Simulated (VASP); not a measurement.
Crystal: LiOs.

```
CELL_PARAMETERS angstrom
4.43529 0.00000 0.00000
0.00000 3.13622 0.00000
0.00000 0.00000 8.87058
ATOMIC_POSITIONS crystal
Li 0.75000 0.00000 0.37500
Li 0.25000 0.00000 0.62500
Os 0.75000 0.00000 0.87500
Os 0.25000 0.00000 0.12500
```

| Quantity | Value |
| --- | --- |
| Program | VASP 6.6.1 |
| Task | relaxation of cell and atoms |
| Functional | PBE |
| Potentials or basis | VASP PAW PBE potentials, release 64 (Li_sv, Os) |
| Cutoff | 600 eV |
| k mesh | 4 × 6 × 2 |
| Occupations | gaussian, width 0.1 eV |
| Spin | no spin polarisation |

At the start: pressure -17.5 GPa; volume 30.85 Å³/atom.

Q: Where does the relaxation end?

A: Over 24 steps the energy falls by 2038.6 meV/atom and the volume is 15.05 Å³/atom (-51.2 %); space group Pmma (No. 51, to 0.1 Å) before and after.

Step by step:
| step | energy change (eV) | largest force (eV/Å) | pressure (GPa) | volume (Å³) |
| --- | --- | --- | --- | --- |
| 1 | 0.0000 | 2.7779 | -17.50 | 123.39 |
| 2 | -6.7182 | 1.0058 | -7.61 | 72.34 |
| 3 | -6.8581 | 0.2065 | 1.14 | 67.54 |
| 4 | -6.8560 | 0.2278 | -0.82 | 68.45 |
| 5 | -7.0250 | 0.1924 | -1.16 | 68.14 |
| 6 | -7.4838 | 0.1481 | -2.09 | 66.42 |
| 7 | -7.4481 | 1.6022 | 1.89 | 59.52 |
| 8 | -7.7544 | 0.5353 | -2.94 | 64.93 |
| 9 | -7.8491 | 0.8140 | -1.62 | 61.62 |
| 10 | -7.8776 | 0.4978 | -3.06 | 63.72 |
| 11 | -7.9836 | 0.6310 | -1.28 | 61.80 |
| 12 | -7.9866 | 0.7089 | -0.79 | 61.42 |
| 13 | -8.0487 | 0.6379 | -0.11 | 60.89 |
| 14 | -8.0955 | 0.3844 | 3.68 | 59.23 |
| 15 | -8.1048 | 0.4595 | 2.38 | 59.69 |
| 16 | -8.1288 | 0.3345 | -1.50 | 61.00 |
| 17 | -8.1291 | 0.2765 | -1.12 | 60.85 |
| 18 | -8.1432 | 0.0895 | -0.16 | 60.58 |
| 19 | -8.1452 | 0.0302 | 0.40 | 60.43 |
| 20 | -8.1518 | 0.0210 | -0.49 | 60.60 |
| 21 | -8.1523 | 0.0364 | -0.72 | 60.66 |
| 22 | -8.1539 | 0.0956 | 0.36 | 60.09 |
| 23 | -8.1540 | 0.0708 | 0.10 | 60.21 |
| 24 | -8.1543 | 0.0218 | -0.16 | 60.20 |

Final structure:
```
Li Os
1.0
     4.50876    0.00000    0.00000
     0.00000    2.50565    0.00000
     0.00000    0.00000    5.32912
Li Os
2 2
Direct
  0.75000 0.00000 0.39290
  0.25000 0.00000 0.60710
  0.75000 0.00000 0.90119
  0.25000 0.00000 0.09881
```

Caveat: the cutoff is under 1.25 times the usual one of these potentials, so pressure, stress and relaxed cells hold a basis-set (Pulay) error; the volume moved by over 15 % at a fixed basis, so the end points are rough.
